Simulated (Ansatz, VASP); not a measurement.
## Two plane-wave programs on Hg

The input INCAR:

```
  PREC = Accurate
  ENCUT = 550
  EDIFF = 1E-6
  ISMEAR = 0
  SIGMA = 0.3
  LREAL = False
  LASPH = True
  NELM = 120
  ALGO = Normal
  ISIF = 2
  LWAVE = False
  LCHARG = True
  LELF = True
  LVHAR = True
  NBANDS = 16
  GGA_COMPAT = False
```

The input KPOINTS:

```
regular mesh
0
Gamma
  11 11 11
```

Contents of POSCAR:

```
Hg
1.0
    1.7463233735      1.0082402698      2.1478810803
   -1.7463233735      1.0082402698      2.1478810803
    0.0000000000     -2.0164805396      2.1478810803
Hg
1
Direct
    0.0000000000      1.0000000000      0.0000000000
```

Input for Ansatz:

```yaml
crystal:
  lattice:
    - [1.7463233735, 1.0082402698, 2.1478810803]
    - [-1.7463233735, 1.0082402698, 2.1478810803]
    - [0.0, -2.0164805396, 2.1478810803]
  atoms:
    - { symbol: Hg, position: [0.0, 1.0, 0.0] }
hamiltonian:
  xc: lda
  pseudopotentials:
    kind: paw
    azcp:
      Hg: "pseudopotentials/Hg.paw.azcp"
basis:
  ecutwfc: 420
  fft_grid_basis: typed
kpoints:
  mp_grid: { grid: [11, 11, 11], shift: [0, 0, 0] }
magnetization:
  spin_polarized: false
scf:
  occupations: { method: gaussian, width: 0.3 }
  lower_state_search: "off"
output:
  stress: true
```

Alike in both runs: task single point; functional LDA; k mesh 11 × 11 × 11; occupations gaussian, width 0.3 eV; no spin polarisation.

```csv
,VASP,Ansatz
version,VASP 6.6.1,Ansatz 0.2.0
potentials or method,"VASP PAW LDA potentials, release 64 (Hg_sv_GW), cutoff 550 eV","plane waves (420 eV) with PAW, scalar-relativistic"
valence electrons in the cell,20,20
```

```csv
,VASP,Ansatz,Ansatz less VASP
pressure (GPa),-0.1,0.0,+0.04
"traceless stress, the component that is largest in VASP (GPa)",0.08,-0.06,-0.139
```

Ansatz warns that its potentials were made for another functional, while VASP's fit it. LDA's correlation is that of Perdew and Zunger in VASP and of Perdew and Wang (1992) in Ansatz.

Spin-orbit coupling is off throughout.
